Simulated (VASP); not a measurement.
# LaTe in VASP: further runs, part 2 of 2

VASP 6.6.1.

**3. Electric field gradients, LDA (volume scaled by 0.94)**

INCAR reads:

```
PREC = Accurate
ENCUT = 520
EDIFF = 1E-8
ISMEAR = -1
SIGMA = 0.08
LREAL = F
LASPH = T
NELM = 60
ALGO = Normal
ISIF = 2
LWAVE = F
LCHARG = F
GGA = CA
LEFG = T
NBANDS = 16
```

KPOINTS reads:

```
Automatic mesh
0
Gamma
  10 10 10
```

POSCAR reads:

```
LaTe
1.0
    0.0000000000      3.1454509951      3.1454509951
    3.1454509951      0.0000000000      3.1454509951
    3.1454509951      3.1454509951      0.0000000000
La Te
1 1
Direct
    0.0000000000      0.0000000000      0.0000000000
    0.5000000000      0.5000000000      0.5000000000
```

Potentials or basis: VASP PAW LDA potentials, release 64 (La, Te).

Run with:

```
> cat potpaw_LDA.64/La/POTCAR potpaw_LDA.64/Te/POTCAR > POTCAR
> mpirun -np 1 vasp_std > vasp.out
```

OUTCAR:

```text
PREC = Accurate
   ENCUT = 520
   EDIFF = 1E-8
   ISMEAR = -1
   LREAL = F
   LASPH = T
   NELM = 60
   ISIF = 2
   GGA = CA

 ion  position               nearest neighbor table
   1  0.000  0.000  0.000-   2 3.15   2 3.15   2 3.15   2 3.15   2 3.15   2 3.15
   2  0.500  0.500  0.500-   1 3.15   1 3.15   1 3.15   1 3.15   1 3.15   1 3.15

  LATTYP: Found a face centered cubic cell.
 ALAT       =     6.2909019902

  Lattice vectors:

 A1 = (   0.0000000000,   3.1454509951,   3.1454509951)
 A2 = (   3.1454509951,   0.0000000000,   3.1454509951)
 A3 = (   3.1454509951,   3.1454509951,   0.0000000000)

Analysis of symmetry for initial positions (statically):
=====================================================================
 Subroutine PRICEL returns:
 Original cell was already a primitive cell.

 Routine SETGRP: Setting up the symmetry group for a
 face centered cubic supercell.

 Subroutine GETGRP returns: Found 48 space group operations
 (whereof 48 operations were pure point group operations)
 out of a pool of 48 trial point group operations.

The static configuration has the point symmetry O_h .

Analysis of symmetry for dynamics (positions and initial velocities):
=====================================================================
 Subroutine PRICEL returns:
 Original cell was already a primitive cell.

 Routine SETGRP: Setting up the symmetry group for a
 face centered cubic supercell.

 Subroutine GETGRP returns: Found 48 space group operations
 (whereof 48 operations were pure point group operations)
 out of a pool of 48 trial point group operations.

The dynamic configuration has the point symmetry O_h .

 Subroutine INISYM returns: Found 48 space group operations
 (whereof 48 operations are pure point group operations),
 and found     1 'primitive' translations

----------------------------------------------------------------------------------------

                                     Primitive cell

  volume of cell :      62.2413

  direct lattice vectors                    reciprocal lattice vectors
     0.000000000  3.145450995  3.145450995    -0.158959717  0.158959717  0.158959717
     3.145450995  0.000000000  3.145450995     0.158959717 -0.158959717  0.158959717
     3.145450995  3.145450995  0.000000000     0.158959717  0.158959717 -0.158959717

  length of vectors
     4.448339457  4.448339457  4.448339457     0.275326306  0.275326306  0.275326306

  position of ions in fractional coordinates (direct lattice)
     0.000000000  0.000000000  0.000000000
     0.500000000  0.500000000  0.500000000

  ion indices of the primitive-cell ions
   primitive index   ion index
                 1           1
                 2           2

----------------------------------------------------------------------------------------

 KPOINTS: Automatic mesh

Automatic generation of k-mesh.
 Grid dimensions read from file:
 generate k-points for:   10   10   10

 Generating k-lattice:
[... 63 lines left out ...]
   LREAL  =      F    real-space projection
   EDIFFG = 0.1E-06   stopping-criterion for IOM
   NSW    =      0    number of steps for IOM
   IBRION =     -1    ionic relax: 0-MD 1-quasi-New 2-CG
   NFREE  =      0    steps in history (QN), initial steepest desc. (CG)
   ISIF   =      2    stress and relaxation
   ISYM   =      2    0-nonsym 1-usesym 2-fastsym
   POTIM  = 0.5000    time-step for ionic-motion
   TEBEG  =    0.0;   TEEND  =   0.0 temperature during run
   PSTRESS=    0.0 pullay stress
   NELECT =      17.0000    total number of electrons
   NUPDOWN=      -1.0000    fix difference up-down
   EMIN   =  10.00;   EMAX   =-10.00  energy-range for DOS
   EFERMI =   0.00;   METHOD = LEGACY
   ISMEAR =    -1;   SIGMA  =   0.08  broadening in eV -4-tet -1-fermi 0-gaus
   EFERMI_NEDOS =   21; number of points for ismear=-14 and -15
   IALGO  =     38    algorithm
   IMIX   =      4    mixing-type and parameters
     AMIX     =   0.40;   BMIX     =  1.00
     AMIX_MAG =   1.60;   BMIX_MAG =  1.00
  volume/ion in A,a.u.               =      31.12       210.01
  Fermi-wavevector in a.u.,A,eV,Ry     =   1.062180  2.007230 15.350458  1.128227
  Thomas-Fermi vector in A             =   2.197622
   LORBIT       =      0    0 simple, 1 ext, 2 COOP (PROOUT), +10 PAW based schemes
   GGA     = CA    functional components
   LHFCALC =     F    Hartree Fock is set to
   AEXX    =    0.0000 exact exchange contribution
   IVDW    =     0    specifies the selected vdW correction
   LEPSILON=     F    determine dielectric tensor
   LRPA    =     F    only Hartree local field effects (RPA)
 non-spin polarized calculation
  energy-cutoff  :      520.00
  volume of cell :       62.24
 maximum number of plane-waves:      1695
 NGX is ok and might be reduce to    36
   NGX = 17   NGY = 17   NGZ = 17

 number of electron      17.0000000 magnetization

 Free energy of the ion-electron system (eV)
  ---------------------------------------------------
  ext. energy  EPLUGINS =         0.00000000
  ---------------------------------------------------
  free energy    TOTEN  =       -12.62817625 eV

  energy without entropy =      -12.59820114  energy(sigma->0) =      -12.61318870

 E-fermi :   8.8629     XC(G=0): -10.0466

 val. band max:        8.8568209302   @ k =  -0.1000   0.1000   0.0000
 cond. band min:       8.8902965918   @ k =  -0.4000   0.4000   0.2000
 fundamental gap:      0.0334756616
 Fermi energy:         8.8629341889

 k-point     1 :       0.0000    0.0000    0.0000
  band No.  band energies     occupation
      1     -24.2228      2.00000
      2      -7.9447      2.00000
      3      -7.9447      2.00000
      4      -7.9447      2.00000
      5      -3.5946      2.00000
      6       6.6204      2.00000
[... 433 lines left out ...]
      3      -8.0753      2.00000
      4      -8.0602      2.00000
      5      -2.9954      2.00000
      6       4.6233      2.00000
[... 8 lines left out ...]
     15      10.5369      0.00000
     16      10.7354      0.00000

 [... further k-points ...]
[... 5 lines left out ...]
  --------------------------------------------------------------------------------------
  -------------------------------------------------------------------------------------
  Total        0.7234367      0.7234367      0.7234367      0.0000000      0.0000000     -0.0000000
  in kB       18.6222582     18.6222582     18.6222582      0.0000000      0.0000000     -0.0000000
  external PRESSURE =      18.6222582 kB  Pullay stress =       0.0000000 kB

 VOLUME and BASIS-vectors are now :
 -----------------------------------------------------------------------------
  energy-cutoff  :      520.00
  volume of cell :       62.24
      direct lattice vectors                 reciprocal lattice vectors
     0.000000000  3.145450995  3.145450995    -0.158959717  0.158959717  0.158959717
     3.145450995  0.000000000  3.145450995     0.158959717 -0.158959717  0.158959717
     3.145450995  3.145450995  0.000000000     0.158959717  0.158959717 -0.158959717

 POSITION                                       TOTAL-FORCE (eV/Angst)
 -----------------------------------------------------------------------------------
      0.00000      0.00000      0.00000        -0.000000     -0.000000      0.000000
      3.14545      3.14545      3.14545         0.000000      0.000000     -0.000000
 -----------------------------------------------------------------------------------
    total drift:                                0.000000      0.000000      0.000000

  FREE ENERGIE OF THE ION-ELECTRON SYSTEM (eV)
  ---------------------------------------------------
  free  energy   TOTEN  =       -12.6281762523 eV

  energy  without entropy=      -12.5982011439  energy(sigma->0) =      -12.61318870

 Electric field gradients (V/A^2)
---------------------------------------------------------------------
 ion       V_xx      V_yy      V_zz      V_xy      V_xz      V_yz
---------------------------------------------------------------------
   1       0.000    -0.000     0.000    -0.000    -0.000    -0.000
   2       0.000    -0.000    -0.000     0.000     0.000     0.000
---------------------------------------------------------------------

 Electric field gradients after diagonalization (V/A^2)
 (convention: |V_zz| > |V_xx| > |V_yy|)
----------------------------------------------------------------------
 ion       V_xx      V_yy      V_zz     asymmetry (V_yy - V_xx)/ V_zz
----------------------------------------------------------------------
   1       0.000     0.000    -0.001       0.000
   2      -0.000    -0.000     0.000       0.000
----------------------------------------------------------------------

           NMR quadrupolar parameters

 Cq : quadrupolar parameter    Cq=e*Q*V_zz/h
 eta: asymmetry parameters     (V_yy - V_xx)/ V_zz
 Q  : nuclear electric quadrupole moment in mb (millibarn)
----------------------------------------------------------------------
 ion       Cq(MHz)       eta       Q (mb)
----------------------------------------------------------------------
   1      -0.000       0.000       1.000
   2       0.000       0.000       1.000
----------------------------------------------------------------------
```

OSZICAR:

```text
N       E                     dE             d eps       ncg     rms          rms(c)
DAV:   1     0.133307593346E+03    0.13331E+03   -0.57734E+03  1512   0.129E+03
DAV:   2     0.289574241800E+01   -0.13041E+03   -0.11576E+03  1928   0.188E+02
DAV:   3    -0.117453442926E+02   -0.14641E+02   -0.14296E+02  1992   0.962E+01
DAV:   4    -0.127035292859E+02   -0.95818E+00   -0.95439E+00  2776   0.194E+01
DAV:   5    -0.127206225222E+02   -0.17093E-01   -0.17047E-01  1768   0.240E+00    0.418E+00
DAV:   6    -0.126456950681E+02    0.74927E-01   -0.23140E-01  2544   0.437E+00    0.269E+00
DAV:   7    -0.126304962678E+02    0.15199E-01   -0.17355E-02  2248   0.786E-01    0.101E+00
DAV:   8    -0.126283294157E+02    0.21669E-02   -0.45653E-03  2424   0.399E-01    0.133E-01
DAV:   9    -0.126281735399E+02    0.15588E-03   -0.10673E-03  2016   0.151E-01    0.636E-02
DAV:  10    -0.126281779196E+02   -0.43797E-05   -0.70536E-05  2544   0.663E-02    0.384E-02
DAV:  11    -0.126281766705E+02    0.12491E-05   -0.26763E-05  2584   0.325E-02    0.558E-03
DAV:  12    -0.126281762996E+02    0.37089E-06   -0.26450E-06  2656   0.137E-02    0.397E-03
DAV:  13    -0.126281762777E+02    0.21898E-07   -0.64644E-07  2592   0.675E-03    0.110E-03
DAV:  14    -0.126281762549E+02    0.22831E-07   -0.10950E-07  2408   0.225E-03    0.639E-04
DAV:  15    -0.126281762523E+02    0.25946E-08   -0.64690E-09  1840   0.766E-04
   1 F= -.12628176E+02 E0= -.12613189E+02  d E =-.299751E-01
```

stdout:

```text
POSCAR found type information on POSCAR LaTe
 POSCAR found :  2 types and       2 ions
 scaLAPACK will be used
 LDA part: xc-table for (Slater(with rela. corr.)+CA(PZ))
 , standard interpolation
 POSCAR, INCAR and KPOINTS ok, starting setup
 FFT: planning ... GRIDC
 FFT: planning ... GRID_SOFT
 FFT: planning ... GRID
 WAVECAR not read
 entering main loop
ion   1

ion   2
```

It took 47 s on 1 thread of Intel Xeon Platinum 8488C (Sapphire Rapids), shared host; peak memory 0.22 GiB.

Results:

- Free energy: -12.6282 eV
- Pressure: 1.9 GPa

Levels at points of the mesh, in eV from the Fermi level:
```tsv
k point	band 5	band 6	band 7	band 8	band 9	band 10	band 11	band 12	band 13	band 14
(0.00, 0.00, 0.00)	-12.46	-2.24	-2.24	-2.24	-0.04	-0.04	-0.04	0.73	0.73	1.12
(0.50, 0.00, 0.00)	-11.08	-5.40	-4.00	-4.00	0.85	1.25	1.25	1.51	1.51	1.62
(0.50, 0.50, 0.00)	-12.10	-3.53	-2.61	-2.61	-1.76	1.36	1.36	1.46	1.46	1.61
```

Caveat: without QUAD_EFG the Cq values of the log hold for a quadrupole moment of 1 mb, not for the nuclei; spin-orbit coupling is left out, which moves the levels of the heavy elements.

**4. Electric field gradients, LDA (volume scaled by 0.94)**

INCAR reads:

```
PREC     = Accurate       # precision mode
ENCUT    = 520            # plane-wave cutoff, eV
EDIFF    = 1E-8           # SCF threshold, eV
ISMEAR   = -1             # smearing method
SIGMA    = 0.08           # smearing width, eV
LREAL    = False          # projectors in reciprocal space
LASPH    = True           # aspherical terms in the spheres
NELM     = 100            # most SCF steps
ALGO     = Normal         # electronic algorithm
ISIF     = 2              # what is computed and relaxed
LWAVE    = False          # write WAVECAR
LCHARG   = False          # write CHGCAR
LEFG     = True         
NBANDS   = 16             # bands
```

KPOINTS reads:

```
regular mesh
0
Gamma
  10 10 10
```

POSCAR is that of step 3.

Potentials or basis: VASP PAW LDA potentials, release 64 (La, Te).

Run with:

```
> cat potpaw_LDA.64/La/POTCAR potpaw_LDA.64/Te/POTCAR > POTCAR
> mpirun -np 1 vasp_std > vasp.out
```

OUTCAR:

```text
PREC = Accurate
   ENCUT = 520
   EDIFF = 1E-8
   ISMEAR = -1
   LREAL = False
   LASPH = True
   NELM = 100
   ISIF = 2

 ion  position               nearest neighbor table
   1  0.000  0.000  0.000-   2 3.15   2 3.15   2 3.15   2 3.15   2 3.15   2 3.15
   2  0.500  0.500  0.500-   1 3.15   1 3.15   1 3.15   1 3.15   1 3.15   1 3.15

  LATTYP: Found a face centered cubic cell.
 ALAT       =     6.2909019902

  Lattice vectors:

 A1 = (   0.0000000000,   3.1454509951,   3.1454509951)
 A2 = (   3.1454509951,   0.0000000000,   3.1454509951)
 A3 = (   3.1454509951,   3.1454509951,   0.0000000000)

Analysis of symmetry for initial positions (statically):
=====================================================================
 Subroutine PRICEL returns:
 Original cell was already a primitive cell.

 Routine SETGRP: Setting up the symmetry group for a
 face centered cubic supercell.

 Subroutine GETGRP returns: Found 48 space group operations
 (whereof 48 operations were pure point group operations)
 out of a pool of 48 trial point group operations.

The static configuration has the point symmetry O_h .

Analysis of symmetry for dynamics (positions and initial velocities):
=====================================================================
 Subroutine PRICEL returns:
 Original cell was already a primitive cell.

 Routine SETGRP: Setting up the symmetry group for a
 face centered cubic supercell.

 Subroutine GETGRP returns: Found 48 space group operations
 (whereof 48 operations were pure point group operations)
 out of a pool of 48 trial point group operations.

The dynamic configuration has the point symmetry O_h .

 Subroutine INISYM returns: Found 48 space group operations
[... 150 lines left out ...]
 Fermi energy:         8.8629341889

 k-point     1 :       0.0000    0.0000    0.0000
  band No.  band energies     occupation
      1     -24.2228      2.00000
      2      -7.9447      2.00000
      3      -7.9447      2.00000
      4      -7.9447      2.00000
      5      -3.5946      2.00000
      6       6.6204      2.00000
[... 433 lines left out ...]
      3      -8.0753      2.00000
      4      -8.0602      2.00000
      5      -2.9954      2.00000
      6       4.6233      2.00000
[... 8 lines left out ...]
     15      10.5369      0.00000
     16      10.7354      0.00000

 [... further k-points ...]
[... 5 lines left out ...]
  --------------------------------------------------------------------------------------
  -------------------------------------------------------------------------------------
  Total        0.7234367      0.7234367      0.7234367      0.0000000      0.0000000     -0.0000000
  in kB       18.6222582     18.6222582     18.6222582      0.0000000      0.0000000     -0.0000000
  external PRESSURE =      18.6222582 kB  Pullay stress =       0.0000000 kB

 VOLUME and BASIS-vectors are now :
 -----------------------------------------------------------------------------
  energy-cutoff  :      520.00
  volume of cell :       62.24
      direct lattice vectors                 reciprocal lattice vectors
     0.000000000  3.145450995  3.145450995    -0.158959717  0.158959717  0.158959717
     3.145450995  0.000000000  3.145450995     0.158959717 -0.158959717  0.158959717
     3.145450995  3.145450995  0.000000000     0.158959717  0.158959717 -0.158959717

 POSITION                                       TOTAL-FORCE (eV/Angst)
 -----------------------------------------------------------------------------------
      0.00000      0.00000      0.00000        -0.000000     -0.000000      0.000000
      3.14545      3.14545      3.14545         0.000000      0.000000     -0.000000
 -----------------------------------------------------------------------------------
    total drift:                                0.000000      0.000000      0.000000

  FREE ENERGIE OF THE ION-ELECTRON SYSTEM (eV)
  ---------------------------------------------------
  free  energy   TOTEN  =       -12.6281762523 eV

  energy  without entropy=      -12.5982011439  energy(sigma->0) =      -12.61318870

 Electric field gradients (V/A^2)
---------------------------------------------------------------------
 ion       V_xx      V_yy      V_zz      V_xy      V_xz      V_yz
---------------------------------------------------------------------
   1       0.000    -0.000     0.000    -0.000    -0.000    -0.000
   2       0.000    -0.000    -0.000     0.000     0.000     0.000
---------------------------------------------------------------------

 Electric field gradients after diagonalization (V/A^2)
 (convention: |V_zz| > |V_xx| > |V_yy|)
----------------------------------------------------------------------
 ion       V_xx      V_yy      V_zz     asymmetry (V_yy - V_xx)/ V_zz
----------------------------------------------------------------------
   1       0.000     0.000    -0.001       0.000
   2      -0.000    -0.000     0.000       0.000
----------------------------------------------------------------------

           NMR quadrupolar parameters

 Cq : quadrupolar parameter    Cq=e*Q*V_zz/h
 eta: asymmetry parameters     (V_yy - V_xx)/ V_zz
 Q  : nuclear electric quadrupole moment in mb (millibarn)
----------------------------------------------------------------------
 ion       Cq(MHz)       eta       Q (mb)
----------------------------------------------------------------------
   1      -0.000       0.000       1.000
   2       0.000       0.000       1.000
----------------------------------------------------------------------
```

Run time: 47 s. Hardware: 1 thread of Intel Xeon Platinum 8488C (Sapphire Rapids), shared host; peak memory 0.22 GiB.

Results:

```yaml
Free_energy: -12.6282 eV
Pressure: 1.9 GPa
```

Levels at points of the mesh, in eV from the Fermi level:
```
           k point  band 7  band 8  band 9  band 10  band 11  band 12
(0.00, 0.00, 0.00)   -2.24   -2.24   -0.04    -0.04    -0.04     0.73
(0.50, 0.00, 0.00)   -4.00   -4.00    0.85     1.25     1.25     1.51
(0.50, 0.50, 0.00)   -2.61   -2.61   -1.76     1.36     1.36     1.46
```

Caveat: without QUAD_EFG the Cq values of the log hold for a quadrupole moment of 1 mb, not for the nuclei; spin-orbit coupling is left out, which moves the levels of the heavy elements.
